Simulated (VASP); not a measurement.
Input of a VASP 6.6.1 run:

File INCAR:

```
SYSTEM = Mo3P3H
PREC = Accurate
ENCUT = 450
EDIFF = 1E-7
ISMEAR = 0
SIGMA = 0.1
LREAL = .FALSE.
LASPH = .TRUE.
NELM = 120
ALGO = Normal
ISIF = 2
LWAVE = .FALSE.
LCHARG = .FALSE.
LDIPOL = .TRUE.
IDIPOL = 3
DIPOL = 0.5 0.5 0.487
GGA = PS
IBRION = 2
NSW = 45
EDIFFG = -0.02
GGA_COMPAT = .FALSE.
NELMIN = 4
NELMDL = -8
```

File KPOINTS:

```
regular mesh
0
G
  9 9 1
  0 0 0
```

Contents of POSCAR:

```
Mo3P3H
1.0
    3.1741350969      0.0000000000      0.0000000000
    0.0000000000      3.2062346803      0.0000000000
    0.0000000000      0.0000000000     25.4789215952
Mo P H
3 3 1
Selective dynamics
Direct
    0.0000000000      0.5000000000      0.3336090960  F F F
    0.0000000000      0.0000000000      0.4425886174  F F F
    0.0000000000      0.5000000000      0.5501261364  F F F
    0.5000000000      0.0000000000      0.3699356032  F F F
    0.5000000000      0.5000000000      0.4792943049  F F F
    0.5000000000      0.0000000000      0.5907329554  F F F
    0.5000000000      0.0000000000      0.6448953733  F F T
```

Potentials or basis: VASP PAW PBE potentials, release 64 (Mo_sv, P, H).

The run is started by

```sh
$ cat potpaw_PBE.64/Mo_sv/POTCAR potpaw_PBE.64/P/POTCAR potpaw_PBE.64/H/POTCAR > POTCAR
$ mpirun -np 1 vasp_std > vasp.out
```

Q: Predict the energy gained by relaxing.

A: 3.9 meV/atom.

Q: Estimate the band gap on the k mesh.

A: Zero (bands 29 and 30 overlap by 0.94 eV).

Step by step:
| step | energy change (eV) | largest force on free atoms (eV/Å) | pressure (GPa) |
| --- | --- | --- | --- |
| 1 | 0.0000 | 1.1010 | -1.81 |
| 2 | -0.0276 | 0.0114 | -2.15 |

Caveat: the PAW data sets were made with another functional, which shifts forces and pressure a little.
